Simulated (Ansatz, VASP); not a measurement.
**Two plane-wave programs on Al2H3**

```
CELL_PARAMETERS angstrom
-3.21776 0.00000 0.00000
0.00000 0.00000 -4.93773
0.00000 -5.57332 0.00000
ATOMIC_POSITIONS crystal
Al 0.00000 0.77041 0.66667
Al 0.50000 0.77041 0.16667
Al 0.50000 0.22959 0.83333
Al 0.00000 0.22959 0.33333
H 0.50000 0.00000 0.50000
H 0.00000 0.00000 0.00000
H 0.00000 0.36487 0.66667
H 0.50000 0.36487 0.16667
H 0.50000 0.63513 0.83333
H 0.00000 0.63513 0.33333
```

Alike in both runs: task single point; functional PBE; k mesh 6 × 4 × 4; occupations gaussian, width 0.2 eV; no spin polarisation.

|  | VASP | Ansatz |
| --- | --- | --- |
| version | VASP 6.6.1 | Ansatz 0.2.0 |
| potentials or method | VASP PAW PBE potentials, release 64 (Al, H), cutoff 520 eV | scalar-relativistic, plane waves, PAW |
| valence electrons in the cell | 18 | 18 |

```tsv
	VASP	Ansatz	Ansatz less VASP
gap on the k mesh at the Fermi level (eV)	none	none	-
pressure (GPa)	0.2	0.4	+0.13
traceless stress, the component that is largest in VASP (GPa)	-2.09	-2.10	-0.012
rms of the force components (eV/Å)	0.037	0.038	+0.0008
```

Atom by atom the forces differ by 0.001 eV/Å (rms over components). A gap of «none» marks a metal or a gap that the smearing closes.
